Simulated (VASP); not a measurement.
# Au (Im-3m) in VASP: further runs

Aim: see how the results for Au move with the level of theory and the settings. Levels: BLYP, PBE. Tasks: single point.

All numbers are computed with VASP 6.6.1; they aren't measurements. Logs are shortened: lines on timing, memory, paths and dates and some standing lists are left out, and cuts for length are marked.

## (1) The cell of the first run

The structure is cubic, space group Im-3m (No. 229). Conventional cell: a = 3.315 Å, b = 3.315 Å, c = 3.315 Å, α = 90.00°, β = 90.00°, γ = 90.00°. Within 3.8 Å of Au (site symmetry m-3m) lie 14 Au at 2.87 to 3.31 Å.

## (2) Single point, BLYP

Input file INCAR:

```
PREC     = Accurate       # precision mode
ENCUT    = 520            # plane-wave cutoff, eV
EDIFF    = 1E-6           # SCF threshold, eV
ISMEAR   = -1             # smearing method
SIGMA    = 0.05           # smearing width, eV
LREAL    = False          # projectors in reciprocal space
LASPH    = True           # aspherical terms in the spheres
NELM     = 80             # most SCF steps
ALGO     = Normal         # electronic algorithm
ISIF     = 2              # what is computed and relaxed
LWAVE    = False          # write WAVECAR
LCHARG   = False          # write CHGCAR
GGA      = B5             # functional
ALDAX    = 1.0          
AGGAX    = 1.0          
AGGAC    = 1.0          
ALDAC    = 0.0          
NBANDS   = 12             # bands
```

Input file KPOINTS:

```
regular mesh
0
Gamma
  11 11 11
```

Input file POSCAR:

```
Au
1.0
   -1.6572690000      1.6572690000      1.6572690000
    1.6572690000     -1.6572690000      1.6572690000
    1.6572690000      1.6572690000     -1.6572690000
Au
1
Direct
    0.0000000000      0.0000000000      0.0000000000
```

Potentials or basis: VASP PAW PBE potentials, release 64 (Au).

On the command line:

```sh
> cat potpaw_PBE.64/Au/POTCAR > POTCAR
> mpirun -np 1 vasp_std > vasp.out
```

OUTCAR:

```text
PREC = Accurate
   ENCUT = 520
   EDIFF = 1E-6
   ISMEAR = -1
   LREAL = False
   LASPH = True
   NELM = 80
   ISIF = 2
   GGA = B5

 ion  position               nearest neighbor table
   1  0.000  0.000  0.000-

  LATTYP: Found a body centered cubic cell.
 ALAT       =     3.3145380000

  Lattice vectors:

 A1 = (  -1.6572690000,   1.6572690000,   1.6572690000)
 A2 = (   1.6572690000,  -1.6572690000,   1.6572690000)
 A3 = (   1.6572690000,   1.6572690000,  -1.6572690000)

Analysis of symmetry for initial positions (statically):
=====================================================================
 Subroutine PRICEL returns:
 Original cell was already a primitive cell.

 Routine SETGRP: Setting up the symmetry group for a
 body centered cubic supercell.

 Subroutine GETGRP returns: Found 48 space group operations
 (whereof 48 operations were pure point group operations)
 out of a pool of 48 trial point group operations.

The static configuration has the point symmetry O_h .

Analysis of symmetry for dynamics (positions and initial velocities):
=====================================================================
 Subroutine PRICEL returns:
 Original cell was already a primitive cell.

 Routine SETGRP: Setting up the symmetry group for a
 body centered cubic supercell.

 Subroutine GETGRP returns: Found 48 space group operations
 (whereof 48 operations were pure point group operations)
 out of a pool of 48 trial point group operations.

The dynamic configuration has the point symmetry O_h .

 Subroutine INISYM returns: Found 48 space group operations
 (whereof 48 operations are pure point group operations),
 and found     1 'primitive' translations

----------------------------------------------------------------------------------------

                                     Primitive cell

  volume of cell :      18.2070

  direct lattice vectors                    reciprocal lattice vectors
    -1.657269000  1.657269000  1.657269000     0.000000000  0.301701172  0.301701172
     1.657269000 -1.657269000  1.657269000     0.301701172  0.000000000  0.301701172
     1.657269000  1.657269000 -1.657269000     0.301701172  0.301701172  0.000000000

  length of vectors
     2.870474110  2.870474110  2.870474110     0.426669890  0.426669890  0.426669890

  position of ions in fractional coordinates (direct lattice)
     0.000000000  0.000000000  0.000000000

  ion indices of the primitive-cell ions
   primitive index   ion index
                 1           1

----------------------------------------------------------------------------------------

 KPOINTS: regular mesh

Automatic generation of k-mesh.
 Grid dimensions read from file:
 generate k-points for:   11   11   11

 Generating k-lattice:

  Cartesian coordinates                     Fractional coordinates (reciprocal lattice)
     0.000000000  0.027427379  0.027427379     0.090909091  0.000000000  0.000000000
     0.027427379  0.000000000  0.027427379     0.000000000  0.090909091  0.000000000
     0.027427379  0.027427379  0.000000000     0.000000000  0.000000000  0.090909091

  Length of vectors
     0.038788172  0.038788172  0.038788172

  Shift w.r.t. Gamma in fractional coordinates (k-lattice)
     0.000000000  0.000000000  0.000000000

 Subroutine IBZKPT returns following result:
 ===========================================

 Found     56 irreducible k-points:

 Following reciprocal coordinates:
            Coordinates               Weight
  0.000000  0.000000  0.000000      1.000000
  0.090909  0.000000  0.000000     12.000000
  0.181818  0.000000  0.000000     12.000000
  0.272727  0.000000  0.000000     12.000000
  0.363636  0.000000  0.000000     12.000000
  0.454545  0.000000  0.000000     12.000000
[... 16 lines left out ...]
  0.272727  0.181818  0.090909     48.000000
  0.363636  0.181818  0.090909     24.000000
 [... further k-points ...]
   k-points           NKPTS =     56   k-points in BZ     NKDIM =     56   number of bands    NBANDS=     12
   number of dos      NEDOS =    301   number of ions     NIONS =      1
   total plane-waves  NPLWV =  13824
   dimension x,y,z NGX =    24 NGY =   24 NGZ =   24
   dimension x,y,z NGXF=    48 NGYF=   48 NGZF=   48
   ions per type =               1
   NGX,Y,Z   is equivalent  to a cutoff of  13.90, 13.90, 13.90 a.u.
   NGXF,Y,Z  is equivalent  to a cutoff of  27.80, 27.80, 27.80 a.u.
 SYSTEM =  unknown system
   PREC   = accura    normal or accurate (medium, high low for compatibility)
   ISTART =      0    job   : 0-new  1-cont  2-samecut
   ICHARG =      2    charge: 1-file 2-atom 10-const
   ISPIN  =      1    spin polarized calculation?
   LNONCOLLINEAR =      F non collinear calculations
   LSORBIT =      F    spin-orbit coupling
   LASPH  =      T    aspherical Exc in radial PAW
   ENCUT  =  520.0 eV  38.22 Ry    6.18 a.u.   5.34  5.34  5.34*2*pi/ulx,y,z
   NELM   =     80;   NELMIN=  2; NELMDL= -5     # of ELM steps
   EDIFF  = 0.1E-05   stopping-criterion for ELM
   LREAL  =      F    real-space projection
[... 7 lines left out ...]
   TEBEG  =    0.0;   TEEND  =   0.0 temperature during run
   PSTRESS=    0.0 pullay stress
   NELECT =      11.0000    total number of electrons
   NUPDOWN=      -1.0000    fix difference up-down
   EMIN   =  10.00;   EMAX   =-10.00  energy-range for DOS
   EFERMI =   0.00;   METHOD = LEGACY
   ISMEAR =    -1;   SIGMA  =   0.05  broadening in eV -4-tet -1-fermi 0-gaus
   EFERMI_NEDOS =   21; number of points for ismear=-14 and -15
   IALGO  =     38    algorithm
   IMIX   =      4    mixing-type and parameters
     AMIX     =   0.40;   BMIX     =  1.00
     AMIX_MAG =   1.60;   BMIX_MAG =  1.00
  volume/ion in A,a.u.               =      18.21       122.87
  Fermi-wavevector in a.u.,A,eV,Ry     =   1.383968  2.615320 26.060157  1.915367
  Thomas-Fermi vector in A             =   2.508516
   LORBIT       =      0    0 simple, 1 ext, 2 COOP (PROOUT), +10 PAW based schemes
   GGA     = B5    functional components
   LHFCALC =     F    Hartree Fock is set to
   AEXX    =    0.0000 exact exchange contribution
   IVDW    =     0    specifies the selected vdW correction
   LEPSILON=     F    determine dielectric tensor
   LRPA    =     F    only Hartree local field effects (RPA)
 non-spin polarized calculation
  energy-cutoff  :      520.00
  volume of cell :       18.21
 maximum number of plane-waves:       498
 NGX is ok and might be reduce to    24
   NGX = 11   NGY = 11   NGZ = 11

 number of electron      10.9999998 magnetization

 Free energy of the ion-electron system (eV)
  ---------------------------------------------------
  ext. energy  EPLUGINS =         0.00000000
  ---------------------------------------------------
  free energy    TOTEN  =        -2.39976527 eV

  energy without entropy =       -2.39442829  energy(sigma->0) =       -2.39709678

 E-fermi :   8.9027     XC(G=0): -11.6884

 val. band max:        8.8761294726   @ k =  -0.3636   0.3636   0.2727
 cond. band min:       8.9040010901   @ k =  -0.3636   0.4545   0.0909
 fundamental gap:      0.0278716175
 Fermi energy:         8.9027150202

 k-point     1 :       0.0000    0.0000    0.0000
  band No.  band energies     occupation
      1      -0.1071      2.00000
      2       4.4189      2.00000
      3       4.4189      2.00000
      4       4.4189      2.00000
      5       6.1718      2.00000
      6       6.1718      2.00000
      7      25.7131      0.00000
      8      25.7131      0.00000
      9      25.7131      0.00000
     10      31.9802      0.00000
     11      31.9802      0.00000
     12      31.9802      0.00000

 k-point     2 :       0.0909    0.0000    0.0000
  band No.  band energies     occupation
      1       0.1788      2.00000
      2       4.3346      2.00000
      3       4.4294      2.00000
      4       4.6146      2.00000
      5       6.0758      2.00000
      6       6.1778      2.00000
      7      25.5471      0.00000
      8      25.7366      0.00000
      9      26.0646      0.00000
     10      29.7888      0.00000
     11      30.1845      0.00000
     12      30.9975      0.00000

 k-point     3 :       0.1818    0.0000    0.0000
  band No.  band energies     occupation
      1       0.9664      2.00000
      2       4.1160      2.00000
      3       4.4657      2.00000
      4       5.1725      2.00000
      5       5.9156      2.00000
      6       6.1998      2.00000
      7      23.5258      0.00000
      8      25.0899      0.00000
      9      27.0383      0.00000
     10      28.4226      0.00000
     11      28.7093      0.00000
     12      29.4870      0.00000
[... 286 lines left out ...]
 k-point    23 :       0.2727    0.1818    0.0909
  band No.  band energies     occupation
      1       3.1976      2.00000
      2       3.6956      2.00000
      3       4.7821      2.00000
      4       6.1734      2.00000
      5       6.3542      2.00000
      6      10.1148      0.00000
      7      14.4543      0.00000
      8      18.3951      0.00000
      9      20.7035      0.00000
     10      30.3702      0.00000
     11      32.9039      0.00000
     12      34.4113      0.00000

 k-point    24 :       0.3636    0.1818    0.0909
  band No.  band energies     occupation
      1       3.1558      2.00000
      2       3.6468      2.00000
      3       5.2269      2.00000
      4       6.2132      2.00000
      5       6.3905      2.00000
      6      11.8200      0.00000
      7      12.3511      0.00000
      8      17.8014      0.00000
      9      20.4489      0.00000
     10      30.9138      0.00000
     11      32.4632      0.00000
     12      34.4134      0.00000

 [... further k-points ...]
[... 5 lines left out ...]
  --------------------------------------------------------------------------------------
  -------------------------------------------------------------------------------------
  Total        1.1053420      1.1053420      1.1053420     -0.0000000      0.0000000      0.0000000
  in kB       97.2676137     97.2676137     97.2676137     -0.0000000      0.0000000      0.0000000
  external PRESSURE =      97.2676137 kB  Pullay stress =       0.0000000 kB

 VOLUME and BASIS-vectors are now :
 -----------------------------------------------------------------------------
  energy-cutoff  :      520.00
  volume of cell :       18.21
      direct lattice vectors                 reciprocal lattice vectors
    -1.657269000  1.657269000  1.657269000     0.000000000  0.301701172  0.301701172
     1.657269000 -1.657269000  1.657269000     0.301701172  0.000000000  0.301701172
     1.657269000  1.657269000 -1.657269000     0.301701172  0.301701172  0.000000000

 POSITION                                       TOTAL-FORCE (eV/Angst)
 -----------------------------------------------------------------------------------
      0.00000      0.00000      0.00000        -0.000000     -0.000000      0.000000
 -----------------------------------------------------------------------------------
    total drift:                                0.000000      0.000000     -0.000000

  FREE ENERGIE OF THE ION-ELECTRON SYSTEM (eV)
  ---------------------------------------------------
  free  energy   TOTEN  =        -2.3997652693 eV

  energy  without entropy=       -2.3944282921  energy(sigma->0) =       -2.39709678
```

Run time: 18 s. Hardware: 1 thread of Intel Xeon 8259CL, shared host; peak memory 0.15 GiB.

What came out:

```
Free energy : -2.3998 eV
Pressure    : 9.7 GPa
```

Caveat: the PAW data sets were made with another functional, which shifts forces and pressure a little; spin-orbit coupling is left out, which moves the levels of the heavy elements.

## (3) Single point, PBE

Input file INCAR:

```
  PREC = Accurate
  ENCUT = 520
  EDIFF = 1E-6
  ISMEAR = 0
  SIGMA = 0.013000000000000001
  LREAL = False
  LASPH = True
  NELM = 60
  ALGO = Normal
  ISIF = 2
  LWAVE = False
  LCHARG = False
  GGA = PE
  NBANDS = 12
```

Input file KPOINTS:

```
Automatic mesh
0
Gamma
  11 11 11
```

POSCAR is that of step 2.

Potentials or basis: VASP PAW PBE potentials, release 64 (Au).

On the command line:

```sh
> cat potpaw_PBE.64/Au/POTCAR > POTCAR
> mpirun -np 1 vasp_std > vasp.out
```

OUTCAR:

```text
PREC = Accurate
   ENCUT = 520
   EDIFF = 1E-6
   ISMEAR = 0
   LREAL = False
   LASPH = True
   NELM = 60
   ISIF = 2
   GGA = PE

 ion  position               nearest neighbor table
   1  0.000  0.000  0.000-

  LATTYP: Found a body centered cubic cell.
 ALAT       =     3.3145380000

  Lattice vectors:

 A1 = (  -1.6572690000,   1.6572690000,   1.6572690000)
 A2 = (   1.6572690000,  -1.6572690000,   1.6572690000)
 A3 = (   1.6572690000,   1.6572690000,  -1.6572690000)

Analysis of symmetry for initial positions (statically):
=====================================================================
 Subroutine PRICEL returns:
 Original cell was already a primitive cell.

 Routine SETGRP: Setting up the symmetry group for a
 body centered cubic supercell.

 Subroutine GETGRP returns: Found 48 space group operations
 (whereof 48 operations were pure point group operations)
 out of a pool of 48 trial point group operations.

The static configuration has the point symmetry O_h .

Analysis of symmetry for dynamics (positions and initial velocities):
=====================================================================
 Subroutine PRICEL returns:
[... 161 lines left out ...]
 Fermi energy:         8.3025746308

 k-point     1 :       0.0000    0.0000    0.0000
  band No.  band energies     occupation
      1      -0.7542      2.00000
      2       3.9038      2.00000
      3       3.9038      2.00000
      4       3.9038      2.00000
      5       5.6403      2.00000
      6       5.6403      2.00000
      7      24.9106      0.00000
      8      24.9106      0.00000
      9      24.9106      0.00000
     10      31.5730      0.00000
     11      31.5730      0.00000
     12      31.5730      0.00000
[... 331 lines left out ...]
 k-point    24 :       0.3636    0.1818    0.0909
  band No.  band energies     occupation
      1       2.5989      2.00000
      2       3.0975      2.00000
      3       4.6396      2.00000
      4       5.6884      2.00000
      5       5.8641      2.00000
      6      11.3177      0.00000
      7      11.6423      0.00000
      8      17.1066      0.00000
      9      19.7178      0.00000
     10      30.1274      0.00000
     11      31.7845      0.00000
     12      33.7416      0.00000

 [... further k-points ...]
[... 5 lines left out ...]
  --------------------------------------------------------------------------------------
  -------------------------------------------------------------------------------------
  Total       -0.1230692     -0.1230692     -0.1230692      0.0000000      0.0000000      0.0000000
  in kB      -10.8298159    -10.8298159    -10.8298159      0.0000000      0.0000000      0.0000000
  external PRESSURE =     -10.8298159 kB  Pullay stress =       0.0000000 kB

 VOLUME and BASIS-vectors are now :
 -----------------------------------------------------------------------------
  energy-cutoff  :      520.00
  volume of cell :       18.21
      direct lattice vectors                 reciprocal lattice vectors
    -1.657269000  1.657269000  1.657269000     0.000000000  0.301701172  0.301701172
     1.657269000 -1.657269000  1.657269000     0.301701172  0.000000000  0.301701172
     1.657269000  1.657269000 -1.657269000     0.301701172  0.301701172  0.000000000

 POSITION                                       TOTAL-FORCE (eV/Angst)
 -----------------------------------------------------------------------------------
      0.00000      0.00000      0.00000         0.000000     -0.000000      0.000000
 -----------------------------------------------------------------------------------
    total drift:                               -0.000000      0.000000     -0.000000

  FREE ENERGIE OF THE ION-ELECTRON SYSTEM (eV)
  ---------------------------------------------------
  free  energy   TOTEN  =        -3.1920559473 eV

  energy  without entropy=       -3.1917121340  energy(sigma->0) =       -3.19188404
```

stdout:

```text
POSCAR found type information on POSCAR Au
 POSCAR found :  1 types and       1 ions
 scaLAPACK will be used
 LDA part: xc-table for (Slater+PW92), standard interpolation
 POSCAR, INCAR and KPOINTS ok, starting setup
 FFT: planning ... GRIDC
 FFT: planning ... GRID_SOFT
 FFT: planning ... GRID
 WAVECAR not read
 entering main loop
```

Run time: 12 s. Hardware: 1 thread of Intel Xeon 8259CL, shared host; peak memory 0.14 GiB.

Results:

```
Free energy : -3.1921 eV
Pressure    : -1.1 GPa
```

Levels at points of the mesh, in eV from the Fermi level:
| k point | band 2 | band 3 | band 4 | band 5 | band 6 | band 7 | band 8 | band 9 | band 10 | band 11 |
| --- | --- | --- | --- | --- | --- | --- | --- | --- | --- | --- |
| (0.00, 0.00, 0.00) | -4.40 | -4.40 | -4.40 | -2.66 | -2.66 | 16.61 | 16.61 | 16.61 | 23.27 | 23.27 |

Caveat: spin-orbit coupling is left out, which moves the levels of the heavy elements.
